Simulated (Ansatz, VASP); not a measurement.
Lu2SiF2 in VASP and in Ansatz

The input INCAR:

```
ALGO = Normal
EDIFF = 1E-6
EDIFFG = -0.04
ENCUT = 600
GGA = PE
IBRION = 2
ISIF = 3
ISMEAR = 0
LASPH = True
LCHARG = False
LREAL = False
LWAVE = False
NELM = 60
NSW = 90
PREC = Accurate
SIGMA = 0.1
```

Contents of KPOINTS:

```
k-points
0
Gamma
  6 6 4
```

Contents of POSCAR:

```
Lu2SiF2
1.0
    3.8903872300      0.0000000000      0.0000000000
   -1.9451936100      3.3691741700      0.0000000000
    0.0000000000      0.0000000000      6.3940964800
Lu Si F
2 1 2
Direct
    0.6666666700      0.3333333300      0.3615911900
    0.3333333300      0.6666666700      0.6384088100
    0.0000000000      0.0000000000      0.0000000000
    0.6666666700      0.3333333300      0.7529723600
    0.3333333300      0.6666666700      0.2470276400
```

Input for Ansatz:

```yaml
crystal:
  lattice:
    - [3.89038723, 0.0, 0.0]
    - [-1.94519361, 3.36917417, 0.0]
    - [0.0, 0.0, 6.39409648]
  atoms:
    - { symbol: Lu, position: [0.66666667, 0.33333333, 0.36159119] }
    - { symbol: Lu, position: [0.33333333, 0.66666667, 0.63840881] }
    - { symbol: Si, position: [0.0, 0.0, 0.0] }
    - { symbol: F, position: [0.66666667, 0.33333333, 0.75297236] }
    - { symbol: F, position: [0.33333333, 0.66666667, 0.24702764] }
basis:
  ecutwfc: 420
kpoints:
  mp_grid: { grid: [6, 6, 4] }
hamiltonian:
  xc: pbe
scf:
  occupations: { method: gaussian, width: 0.1 }
  lower_state_search: "off"
output:
  forces: true
  stress: true
  eigenvalues: true
relax:
  adjacent_minimum: "off"
  f_tol: 0.04
  max_steps: 70
  cell: { stress_tol: 0.4 }
```

Change from the starting cell: species swapped into the EuCd2P2 type (P-3m1, No. 164).

Alike in both runs: task relaxation of cell and atoms; functional PBE; k mesh 6 × 6 × 4; occupations gaussian, width 0.1 eV; no spin polarisation.

|  | VASP | Ansatz |
| --- | --- | --- |
| version | VASP 6.6.1 | Ansatz 0.2.0 |
| potentials or method | VASP PAW PBE potentials, release 64 (Lu, Si, F), cutoff 600 eV | scalar-relativistic, plane waves, PAW |
| valence electrons in the cell | 68 | 68 |

```csv
,VASP,Ansatz,Ansatz less VASP
"gap on the k mesh at the Fermi level, each at its own relaxed structure (eV)",0.27,0.25,-0.016
relaxed volume (Å³/atom),18.07,17.97,-0.101
relaxed cell length with the largest relative difference (Å),4.036,4.026,-0.0098
```

Spin-orbit coupling is off throughout.
